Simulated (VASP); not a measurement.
# SnH2Br2 (P-3m1) in VASP: notebook

SnH2Br2 is run at these levels: PBE; tasks: single point, relaxation of cell and atoms.

Program: VASP 6.6.1. These are calculated values, not measurements. Logs are shortened: lines on timing, memory, paths and dates and some standing lists are left out, and cuts for length are marked.

**1. The cell of the first run**

The structure is trigonal, space group P-3m1 (No. 164). The conventional cell has a = 5.148 Å, b = 5.148 Å, c = 5.009 Å, α = 90.00°, β = 90.00°, γ = 120.00°. Sn (site symmetry -3m) has 2 H at 1.90 Å within 2.5 Å. Within 1.6 Å of H (site symmetry 3m) lie 1 H at 1.21 Å. Br (site symmetry 3m) has 6 H at 3.02 to 3.44 Å and 3 Sn at 3.28 Å and 6 Br at 3.73 to 4.06 Å within 4.1 Å.

The cell was generated, and may not be a known phase.

**2. Single point, PBE**

Contents of INCAR:

```
SYSTEM = SnH2Br2
PREC = Accurate ; ENCUT = 520
EDIFF = 1E-6 ; ISMEAR = 0
SIGMA = 0.1 ; LREAL = .FALSE.
LASPH = .TRUE. ; NELM = 80
ALGO = Normal ; ISIF = 2
LWAVE = .FALSE. ; LCHARG = .FALSE.
GGA = PE ; NBANDS = 23
```

Contents of KPOINTS:

```
regular mesh
0
G
  6 6 4
  0 0 0
```

Contents of POSCAR:

```
SnH2Br2
1.0
    5.1478447900      0.0000000000      0.0000000000
   -2.5739224000      4.4581643600      0.0000000000
    0.0000000000      0.0000000000      5.0094827100
Sn H Br
1 2 2
Direct
    0.0000000000      0.0000000000      0.0000000000
    0.0000000000      0.0000000000      0.3794000100
    0.0000000000      0.0000000000      0.6205999900
    0.3333333300      0.6666666700      0.2757999900
    0.6666666700      0.3333333300      0.7242000100
```

Potentials or basis: VASP PAW PBE potentials, release 64 (Sn_d, H, Br).

The run is started by

```console
cat potpaw_PBE.64/Sn_d/POTCAR potpaw_PBE.64/H/POTCAR potpaw_PBE.64/Br/POTCAR > POTCAR
mpirun -np 1 vasp_std > vasp.out
```

OUTCAR:

```text
SYSTEM = SnH2Br2
   PREC = Accurate
   ENCUT = 520
   EDIFF = 1E-6
   ISMEAR = 0
   LREAL = .FALSE.
   LASPH = .TRUE.
   NELM = 80
   ISIF = 2
   GGA = PE

 ion  position               nearest neighbor table
   1  0.000  0.000  0.000-   2 1.90   3 1.90
   2  0.000  0.000  0.379-   1 1.90
   3  0.000  0.000  0.621-   1 1.90
   4  0.333  0.667  0.276-
   5  0.667  0.333  0.724-

  LATTYP: Found a hexagonal cell.
 ALAT       =     5.1478447900
 C/A-ratio  =     0.9731223287

  Lattice vectors:

 A1 = (   5.1478447900,   0.0000000000,   0.0000000000)
 A2 = (  -2.5739224000,   4.4581643600,   0.0000000000)
 A3 = (   0.0000000000,   0.0000000000,   5.0094827100)

Analysis of symmetry for initial positions (statically):
=====================================================================
 Subroutine PRICEL returns:
 Original cell was already a primitive cell.

 Routine SETGRP: Setting up the symmetry group for a
 hexagonal supercell.

 Subroutine GETGRP returns: Found 12 space group operations
 (whereof 12 operations were pure point group operations)
 out of a pool of 24 trial point group operations.

The static configuration has the point symmetry D_3d.

Analysis of symmetry for dynamics (positions and initial velocities):
=====================================================================
 Subroutine PRICEL returns:
 Original cell was already a primitive cell.

 Routine SETGRP: Setting up the symmetry group for a
 hexagonal supercell.

 Subroutine GETGRP returns: Found 12 space group operations
 (whereof 12 operations were pure point group operations)
 out of a pool of 24 trial point group operations.

The dynamic configuration has the point symmetry D_3d.

 Subroutine INISYM returns: Found 12 space group operations
 (whereof 12 operations are pure point group operations),
 and found     1 'primitive' translations

----------------------------------------------------------------------------------------

                                     Primitive cell

  volume of cell :     114.9673

  direct lattice vectors                    reciprocal lattice vectors
     5.147844790  0.000000000  0.000000000     0.194256051  0.112153784  0.000000000
    -2.573922400  4.458164360  0.000000000     0.000000000  0.224307567  0.000000000
     0.000000000  0.000000000  5.009482710     0.000000000  0.000000000  0.199621410

  length of vectors
     5.147844790  5.147844790  5.009482710     0.224307567  0.224307567  0.199621410

[... 87 lines left out ...]
   EDIFFG = 0.1E-04   stopping-criterion for IOM
   NSW    =      0    number of steps for IOM
   IBRION =     -1    ionic relax: 0-MD 1-quasi-New 2-CG
   NFREE  =      0    steps in history (QN), initial steepest desc. (CG)
   ISIF   =      2    stress and relaxation
   ISYM   =      2    0-nonsym 1-usesym 2-fastsym
   POTIM  = 0.5000    time-step for ionic-motion
   TEBEG  =    0.0;   TEEND  =   0.0 temperature during run
   PSTRESS=    0.0 pullay stress
   NELECT =      30.0000    total number of electrons
   NUPDOWN=      -1.0000    fix difference up-down
   EMIN   =  10.00;   EMAX   =-10.00  energy-range for DOS
   EFERMI =   0.00;   METHOD = LEGACY
   ISMEAR =     0;   SIGMA  =   0.10  broadening in eV -4-tet -1-fermi 0-gaus
   EFERMI_NEDOS =   21; number of points for ismear=-14 and -15
   IALGO  =     38    algorithm
   IMIX   =      4    mixing-type and parameters
     AMIX     =   0.40;   BMIX     =  1.00
     AMIX_MAG =   1.60;   BMIX_MAG =  1.00
  volume/ion in A,a.u.               =      22.99       155.17
  Fermi-wavevector in a.u.,A,eV,Ry     =   1.046142  1.976921 14.890381  1.094412
  Thomas-Fermi vector in A             =   2.180967
   LORBIT       =      0    0 simple, 1 ext, 2 COOP (PROOUT), +10 PAW based schemes
   GGA     = PE    functional components
   LHFCALC =     F    Hartree Fock is set to
   AEXX    =    0.0000 exact exchange contribution
   IVDW    =     0    specifies the selected vdW correction
   LEPSILON=     F    determine dielectric tensor
   LRPA    =     F    only Hartree local field effects (RPA)
 non-spin polarized calculation
 Gauss-broadening in eV      SIGMA  =   0.10
  energy-cutoff  :      520.00
  volume of cell :      114.97
 maximum number of plane-waves:      3131
 NGX is ok and might be reduce to    40
   NGX = 19   NGY = 19   NGZ = 19

 number of electron      30.0000003 magnetization

 Free energy of the ion-electron system (eV)
  ---------------------------------------------------
  ext. energy  EPLUGINS =         0.00000000
  ---------------------------------------------------
  free energy    TOTEN  =       -13.93981170 eV

  energy without entropy =      -13.93038722  energy(sigma->0) =      -13.93509946

 E-fermi :   0.7396     XC(G=0):  -8.2139

 val. band max:        0.7145790167   @ k =   0.5000   0.0000   0.5000
 cond. band min:       0.7438156782   @ k =   0.1667   0.1667   0.0000
 fundamental gap:      0.0292366615
 Fermi energy:         0.7396365645

 k-point     1 :       0.0000    0.0000    0.0000
  band No.  band energies     occupation
      1     -20.4742      2.00000
      2     -20.4742      2.00000
      3     -20.4099      2.00000
      4     -20.3571      2.00000
      5     -20.3571      2.00000
      6     -12.8304      2.00000
[... 613 lines left out ...]
     22      10.2497      0.00000
     23      10.2497      0.00000

------------------------ aborting loop because EDIFF is reached ----------------------------------------

  FORCE on cell =-STRESS in cart. coord.  units (eV):
  Direction    XX          YY          ZZ          XY          YZ          ZX
  --------------------------------------------------------------------------------------
  -------------------------------------------------------------------------------------
  Total       -2.4360986     -2.4360986     -3.0035657      0.0000000     -0.0000000      0.0000000
  in kB      -33.9493169    -33.9493169    -41.8575035      0.0000000     -0.0000000      0.0000000
  external PRESSURE =     -36.5853791 kB  Pullay stress =       0.0000000 kB

 VOLUME and BASIS-vectors are now :
 -----------------------------------------------------------------------------
  energy-cutoff  :      520.00
  volume of cell :      114.97
      direct lattice vectors                 reciprocal lattice vectors
     5.147844790  0.000000000  0.000000000     0.194256051  0.112153784  0.000000000
    -2.573922400  4.458164360  0.000000000     0.000000000  0.224307567  0.000000000
     0.000000000  0.000000000  5.009482710     0.000000000  0.000000000  0.199621410

 POSITION                                       TOTAL-FORCE (eV/Angst)
 -----------------------------------------------------------------------------------
      0.00000      0.00000      0.00000        -0.000000      0.000000     -0.000000
      0.00000      0.00000      1.90060        -0.000000     -0.000000      1.963571
      0.00000      0.00000      3.10888        -0.000000      0.000000     -1.963571
     -0.00000      2.97211      1.38162         0.000000     -0.000000     -0.722380
      2.57392      1.48605      3.62787        -0.000000      0.000000      0.722380
 -----------------------------------------------------------------------------------
    total drift:                               -0.000000      0.000000      0.000000

  FREE ENERGIE OF THE ION-ELECTRON SYSTEM (eV)
  ---------------------------------------------------
  free  energy   TOTEN  =       -13.9398116952 eV

  energy  without entropy=      -13.9303872174  energy(sigma->0) =      -13.93509946
```

OSZICAR:

```text
N       E                     dE             d eps       ncg     rms          rms(c)
DAV:   1     0.242764324355E+03    0.24276E+03   -0.13181E+04  1125   0.133E+03
DAV:   2     0.159416826491E+02   -0.22682E+03   -0.21208E+03  1211   0.358E+02
DAV:   3    -0.135584488007E+02   -0.29500E+02   -0.28724E+02  1349   0.116E+02
DAV:   4    -0.146480341371E+02   -0.10896E+01   -0.10877E+01  1342   0.258E+01
DAV:   5    -0.146770933660E+02   -0.29059E-01   -0.29057E-01  1524   0.419E+00    0.433E+00
DAV:   6    -0.139889346286E+02    0.68816E+00   -0.95855E-01  1321   0.718E+00    0.230E+00
DAV:   7    -0.139320412417E+02    0.56893E-01   -0.28061E-01  1371   0.309E+00    0.927E-01
DAV:   8    -0.139378830229E+02   -0.58418E-02   -0.53725E-02  1328   0.146E+00    0.312E-01
DAV:   9    -0.139394515748E+02   -0.15686E-02   -0.60025E-03  1378   0.437E-01    0.133E-01
DAV:  10    -0.139397400544E+02   -0.28848E-03   -0.93470E-04  1336   0.235E-01    0.438E-02
DAV:  11    -0.139398025776E+02   -0.62523E-04   -0.13125E-04  1384   0.960E-02    0.196E-02
DAV:  12    -0.139398101529E+02   -0.75753E-05   -0.17059E-05  1367   0.245E-02    0.706E-03
DAV:  13    -0.139398115696E+02   -0.14167E-05   -0.33062E-06  1181   0.163E-02    0.174E-03
DAV:  14    -0.139398116952E+02   -0.12557E-06   -0.61156E-07   937   0.490E-03
   1 F= -.13939812E+02 E0= -.13935099E+02  d E =-.942448E-02
```

stdout:

```text
POSCAR found type information on POSCAR SnH Br
 POSCAR found :  3 types and       5 ions
 scaLAPACK will be used
 LDA part: xc-table for (Slater+PW92), standard interpolation
 POSCAR, INCAR and KPOINTS ok, starting setup
 FFT: planning ... GRIDC
 FFT: planning ... GRID_SOFT
 FFT: planning ... GRID
 WAVECAR not read
 entering main loop
```

It took 26 s on 1 thread of Intel Xeon 6975P-C (Granite Rapids), shared host; peak memory 0.27 GiB.

Results:

| Item | Value |
| --- | --- |
| Free energy | -13.9398 eV |
| Pressure | -3.7 GPa |
| Largest force | 1.964 eV/Å |
| Band gap on the k mesh | zero (bands 15 and 16 overlap by 0.05 eV) |

Forces in eV/Å, atoms in the order of the input:
```
Sn   0.000  0.000  0.000
H    0.000  0.000  1.964
H    0.000  0.000 -1.964
Br   0.000  0.000 -0.722
Br   0.000  0.000  0.722
```

Caveat: the cell stands under tension; semilocal functionals underestimate gaps, and a narrow one can read as zero; spin-orbit coupling is left out, which moves the levels of the heavy elements; forces of over 1 eV/Å act on the atoms, so gaps and moduli don't describe the material at rest.

**3. Single point, PBE**

This run uses another cell than the first one, of 30.77 Å³/atom.

Contents of INCAR:

```
SYSTEM = SnH2Br2
PREC = Accurate ; ENCUT = 520
EDIFF = 1E-7 ; ISMEAR = 0
SIGMA = 0.1 ; LREAL = .FALSE.
LASPH = .TRUE. ; NELM = 60
ALGO = Normal ; ISIF = 2
LWAVE = .FALSE. ; LCHARG = .TRUE.
GGA = PE ; LELF = .TRUE.
LVHAR = .TRUE. ; NBANDS = 23
```

Contents of KPOINTS:

```
Automatic mesh
0
G
  6 6 4
  0 0 0
```

Contents of POSCAR:

```
SnH2Br2
1.0
    4.4023074707      0.0000000025      0.0000000000
   -2.2011537375      3.8125101037      0.0000000000
    0.0000000000      0.0000000000      9.1669662031
Sn H Br
1 2 2
Direct
    0.0000000000      0.0000000000      0.0000000000
    0.0000000000      0.0000000000      0.4590637484
    0.0000000000      0.0000000000      0.5409362516
    0.3333333333      0.6666666667      0.1802582004
    0.6666666667      0.3333333333      0.8197417996
```

Potentials or basis: VASP PAW PBE potentials, release 64 (Sn_d, H, Br).

The run is started by

```console
cat potpaw_PBE.64/Sn_d/POTCAR potpaw_PBE.64/H/POTCAR potpaw_PBE.64/Br/POTCAR > POTCAR
mpirun -np 1 vasp_std > vasp.out
```

Run time: 41 s. Hardware: 1 thread of Intel Xeon 6975P-C (Granite Rapids), shared host; peak memory 0.33 GiB.

Results (log left out):

```
Free energy            : -16.2541 eV
Pressure               : 0.0 GPa
Largest force          : 0.018 eV/Å
Band gap on the k mesh : 2.09 eV (least direct gap 2.58 eV)
```

Forces on the atoms (eV/Å):
```
Sn   0.000  0.000  0.000
H    0.000  0.000  0.018
H    0.000  0.000 -0.018
Br   0.000  0.000  0.001
Br   0.000  0.000 -0.001
```

Stress tensor (GPa, compression positive):
```
-0.05  0.00  0.00
 0.00 -0.05  0.00
 0.00  0.00  0.10
```

Levels at points of the mesh, in eV from the valence-band top:
| k point | band 13 | band 14 | band 15 | band 16 | band 17 | band 18 |
| --- | --- | --- | --- | --- | --- | --- |
| (0.00, 0.00, 0.00) | -1.48 | -1.48 | -0.49 | 2.09 | 3.59 | 3.59 |
| (0.50, 0.00, 0.00) | -1.47 | -1.42 | -0.43 | 3.00 | 4.28 | 4.54 |
| (0.00, 0.00, 0.50) | -1.48 | -1.39 | -0.59 | 2.16 | 3.59 | 3.59 |
| (0.50, 0.00, 0.50) | -1.47 | -1.46 | -0.46 | 3.09 | 4.29 | 4.54 |

Caveat: spin-orbit coupling is left out, which moves the levels of the heavy elements. A k mesh can miss the band edges.

**4. Single point, PBE**

This run uses another cell than the first one, of 32.53 Å³/atom.

Contents of INCAR:

```
SYSTEM = SnH2Br2
PREC = Accurate ; ENCUT = 520
EDIFF = 1E-7 ; ISMEAR = 0
SIGMA = 0.02 ; LREAL = .False.
LASPH = .True. ; NELM = 100
ALGO = Normal ; ISIF = 2
LWAVE = .False. ; LCHARG = .False.
GGA = PE ; NBANDS = 23
```

Contents of KPOINTS:

```
Automatic mesh
0
Gamma
  6 6 4
  0 0 0
```

Contents of POSCAR:

```
SnH2Br2
1.0
    4.3874117360      0.0000000000      0.0000000000
   -2.1937058680      3.7996100202      0.0000000000
    0.0000000000      0.0000000000      9.7567218716
Sn H Br
1 2 2
Direct
    0.0000000000      0.0000000000      0.0000000000
    0.0000000000      0.0000000000      0.4615411061
    0.0000000000      0.0000000000      0.5384588939
    0.3333333333      0.6666666667      0.1705287307
    0.6666666667      0.3333333333      0.8294712693
```

The run is started by

```console
cat potpaw_PBE.64/Sn_d/POTCAR potpaw_PBE.64/H/POTCAR potpaw_PBE.64/Br/POTCAR > POTCAR
mpirun -np 1 vasp_std > vasp.out
```

Run time: 44 s. Hardware: 1 thread of Intel Xeon 6975P-C (Granite Rapids), shared host; peak memory 0.35 GiB.

Results (log left out):

```yaml
Free_energy: -16.2598 eV
Pressure: 0.0 GPa
Largest_force: 0.009 eV/Å
Band_gap_on_the_k_mesh: 2.14 eV (least direct gap 2.63 eV)
```

Forces in eV/Å, atoms in the order of the input:
```
Sn   0.000  0.000  0.000
H    0.000  0.000  0.009
H    0.000  0.000 -0.009
Br   0.000  0.000  0.001
Br   0.000  0.000 -0.001
```

Levels at points of the mesh, in eV from the valence-band top:
```tsv
k point	band 12	band 13	band 14	band 15	band 16	band 17	band 18	band 19
(0.00, 0.00, 0.00)	-1.49	-1.45	-1.45	-0.49	2.14	3.63	3.63	6.78
(0.50, 0.00, 0.00)	-2.21	-1.45	-1.43	-0.43	3.05	4.29	4.52	6.34
(0.00, 0.00, 0.50)	-1.45	-1.45	-1.43	-0.55	2.18	3.63	3.63	6.27
(0.50, 0.00, 0.50)	-2.21	-1.45	-1.45	-0.44	3.10	4.29	4.53	6.10
```

Caveat: spin-orbit coupling is left out, which moves the levels of the heavy elements.

**5. Relaxation of cell and atoms, PBE**

Contents of INCAR:

```
ALGO = Normal
EDIFF = 1E-6
EDIFFG = -0.04
ENCUT = 600
GGA = PE
IBRION = 2
ISIF = 3
ISMEAR = 0
LASPH = True
LCHARG = False
LREAL = False
LWAVE = False
NELM = 100
NSW = 90
PREC = Accurate
SIGMA = 0.1
```

Contents of KPOINTS:

```
k-points
0
Gamma
  6 6 4
```

Contents of POSCAR:

```
SnH2Br2
1.0
    5.1478447900      0.0000000000      0.0000000000
   -2.5739224000      4.4581643600      0.0000000000
    0.0000000000      0.0000000000      5.0094827100
Sn H Br
1 2 2
Direct
    0.0000000000      0.0000000000      0.0000000000
    0.0000000000      0.0000000000      0.3794000100
    0.0000000000      0.0000000000      0.6205999900
    0.3333333300      0.6666666700      0.2757999900
    0.6666666700      0.3333333300      0.7242000100
```

The run is started by

```console
cat potpaw_PBE.64/Sn_d/POTCAR potpaw_PBE.64/H/POTCAR potpaw_PBE.64/Br/POTCAR > POTCAR
mpirun -np 1 vasp_std > vasp.out
```

Wall time 14 min (1 thread of Intel Xeon 6975P-C (Granite Rapids), shared host); peak memory 0.31 GiB.

It converged, with:

- Free energy: -16.1091 eV
- Relaxed volume: 27.33 Å³/atom
- Relaxed cell: a = 4.444 Å, b = 4.444 Å, c = 7.987 Å, α = 90.00°, β = 90.00°, γ = 120.00°
- Space group after relaxing (to 0.1 Å): P-3m1 (No. 164)
- Pressure after relaxing: 0.1 GPa
- Largest force after relaxing: 0.034 eV/Å
- Band gap on the k mesh: 1.86 eV (least direct gap 2.38 eV)

Forces on the atoms (eV/Å):
```
Sn   0.000  0.000  0.000
H    0.000  0.000  0.034
H    0.000  0.000 -0.034
Br   0.000  0.000  0.020
Br   0.000  0.000 -0.020
```

Final structure:
```yaml
crystal:
  lattice:
    - [4.44432, 0.00000, 0.00000]
    - [-2.22216, 3.84890, 0.00000]
    - [0.00000, 0.00000, 7.98716]
  atoms:
    - { symbol: Sn, position: [0.00000, 0.00000, 0.00000] }
    - { symbol: H, position: [0.00000, 0.00000, 0.45323] }
    - { symbol: H, position: [0.00000, 0.00000, 0.54677] }
    - { symbol: Br, position: [0.33333, 0.66667, 0.20109] }
    - { symbol: Br, position: [0.66667, 0.33333, 0.79891] }
```

Levels at points of the mesh, in eV from the valence-band top:
```csv
k point,band 12,band 13,band 14,band 15,band 16,band 17,band 18,band 19
"(0.00, 0.00, 0.00)",-1.64,-1.64,-1.43,-0.51,1.86,3.46,3.46,7.30
"(0.50, 0.00, 0.00)",-2.28,-1.57,-1.42,-0.45,2.83,4.23,4.60,6.46
"(0.00, 0.00, 0.50)",-1.64,-1.64,-1.32,-0.71,2.07,3.45,3.45,6.59
"(0.50, 0.00, 0.50)",-2.19,-1.58,-1.53,-0.54,3.06,4.27,4.52,5.90
```

Caveat: the volume moved by over 15 % at a fixed basis, so the end points are rough; spin-orbit coupling is left out, which moves the levels of the heavy elements.

**6. Overview**

```tsv
task	cell	cutoff (eV)	smearing	gap on the mesh (eV)	pressure (GPa)	largest force (eV/Å)
single point	a = 5.148, b = 5.148, c = 5.009 Å, angles 90.0, 90.0, 120.0°, 5 atoms, atomic positions A	520	gaussian 0.1 eV	none	-3.7	1.96
single point	a = 4.402, b = 4.402, c = 9.167 Å, angles 90.0, 90.0, 120.0°, 5 atoms, atomic positions B	520	gaussian 0.1 eV	2.09	0.0	0.02
single point	a = 4.387, b = 4.387, c = 9.757 Å, angles 90.0, 90.0, 120.0°, 5 atoms, atomic positions C	520	gaussian 0.02 eV	2.14	0.0	0.01
relaxation of cell and atoms	relaxed from a = 5.148, b = 5.148, c = 5.009 Å, angles 90.0, 90.0, 120.0°, 5 atoms, atomic positions A	600	gaussian 0.1 eV	1.86	0.1	0.03
```

Alike in all rows: level PBE; potentials or basis VASP PAW PBE potentials, release 64 (Sn_d, H, Br); no spin polarisation; k mesh 6 × 6 × 4.

Caveats: spin-orbit coupling is left out, which moves the levels of the heavy elements; the cell stands under tension (at least some runs); semilocal functionals underestimate gaps, and a narrow one can read as zero (at least some runs); forces of over 1 eV/Å act on the atoms, so gaps and moduli don't describe the material at rest (at least some runs); the volume moved by over 15 % at a fixed basis, so the end points are rough (at least some runs).

Absolute energies hang on the potentials; compare differences alone.

The gap in the log of VASP goes by the Fermi energy; the results here count the filled bands.